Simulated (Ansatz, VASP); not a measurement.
**FeSi: VASP beside Ansatz**

```xyz
8
Lattice="4.4486 0.0000 0.0000 0.0000 4.4486 0.0000 0.0000 0.0000 4.4486" Properties=species:S:1:pos:R:3 pbc="T T T"
Fe    0.6027    0.6027    0.6027
Fe    1.6216    3.8459    2.8270
Fe    2.8270    1.6216    3.8459
Fe    3.8459    2.8270    1.6216
Si    3.7410    3.7410    3.7410
Si    2.9320    0.7076    1.5167
Si    1.5167    2.9320    0.7076
Si    0.7076    1.5167    2.9320
```

Alike in both runs: task relaxation of cell and atoms; functional PBE; k mesh 8 × 8 × 8; occupations gaussian, width 0.01 eV; no spin polarisation.

|  | VASP | Ansatz |
| --- | --- | --- |
| version | VASP 6.6.1 | Ansatz 0.2.0 |
| potentials or method | VASP PAW PBE potentials, release 64 (Fe, Si), cutoff 600 eV | scalar-relativistic, plane waves, PAW |
| valence electrons in the cell | 48 | 80 |

VASP gave:

- gap on the k mesh at the Fermi level, each at its own relaxed structure (eV): 0.16
- relaxed volume (Å³/atom): 11.00
- relaxed length of the cell vector where the two differ most in proportion (Å): 4.448

Q: Estimate Ansatz's values.

A: gap on the k mesh at the Fermi level, each at its own relaxed structure (eV): 0.17; relaxed volume (Å³/atom): 11.00; relaxed length of the cell vector where the two differ most in proportion (Å): 4.448.

VASP's potentials hold 48 valence electrons a cell and Ansatz's 80, so a difference there can come from the potentials and not from the codes.
